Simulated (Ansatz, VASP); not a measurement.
BaTe: VASP beside Ansatz

The input POSCAR:

```
BaTe
1.0
    0.0000000000      3.4099993980      3.4099993980
    3.4099993980      0.0000000000      3.4099993980
    3.4099993980      3.4099993980      0.0000000000
Ba Te
1 1
Direct
    0.5000000000      0.5000000000      0.5000000000
    0.0000000000      0.0000000000      0.0000000000
```

Contents of INCAR.step1:

```
PREC = Accurate
ENCUT = 520
EDIFF = 1E-5
ISMEAR = 0
SIGMA = 0.05
LREAL = False
LASPH = True
NELM = 80
ALGO = Normal
ISIF = 2
LWAVE = True
LCHARG = False
NBANDS = 15
GGA = PE
```

The input INCAR.step2:

```
PREC = Accurate
ENCUT = 520
EDIFF = 1E-7
ISMEAR = 0
SIGMA = 0.05
LREAL = False
LASPH = True
NELM = 80
ALGO = Normal
ISIF = 2
LWAVE = False
LCHARG = False
GGA = PE
LHFCALC = True
AEXX = 0.4
PRECFOCK = Normal
NBANDS = 15
ISTART = 1
```

The input KPOINTS:

```
Automatic mesh
0
Gamma
  4 4 4
```

Input for Ansatz:

```yaml
crystal:
  lattice:
    - [0.0, 3.409999398, 3.409999398]
    - [3.409999398, 0.0, 3.409999398]
    - [3.409999398, 3.409999398, 0.0]
  atoms:
    - { symbol: Ba, position: [0.5, 0.5, 0.5] }
    - { symbol: Te, position: [0.0, 0.0, 0.0] }
basis:
  ecutwfc: 420
  ecutrho_ratio: 4
kpoints:
  mp_grid: { grid: [4, 4, 4] }
hamiltonian:
  xc: { exchange: pbe, correlation: pbe, exx: { coeff: 0.4 } }
scf:
  occupations: { method: gaussian, width: 0.05 }
  n_extra_bands: 9
output:
  forces: true
  stress: true
  eigenvalues: true
  populations: true
  dos: { projected: true, de: 0.02 }
```

Alike in both runs: task single point; functional PBE-based global hybrid with a share of 0.4 of exact exchange; k mesh 4 × 4 × 4; occupations gaussian, width 0.05 eV; no spin polarisation.

```csv
,VASP,Ansatz
version,VASP 6.6.1,Ansatz 0.2.0
potentials or method,"VASP PAW PBE potentials, release 64 (Ba_sv, Te), cutoff 520 eV","scalar-relativistic, plane waves, PAW"
valence electrons in the cell,16,26
```

|  | VASP | Ansatz | Ansatz less VASP |
| --- | --- | --- | --- |
| gap on the k mesh at the Fermi level (eV) | 3.60 | 3.59 | -0.011 |
| least direct gap on the mesh (eV) | 4.07 | 4.04 | -0.033 |
| pressure (GPa) | 3.7 | 3.6 | -0.10 |

VASP's potentials were made for PBE, not for PBE-based global hybrid. With one functional, cell and mesh, what is left measures potentials, basis and numerics. VASP's potentials hold 16 valence electrons a cell and Ansatz's 26, so a difference there can come from the potentials and not from the codes. Ansatz's warnings: stress exchange threshold loose, stress scf threshold loose.

Spin-orbit coupling is off throughout.
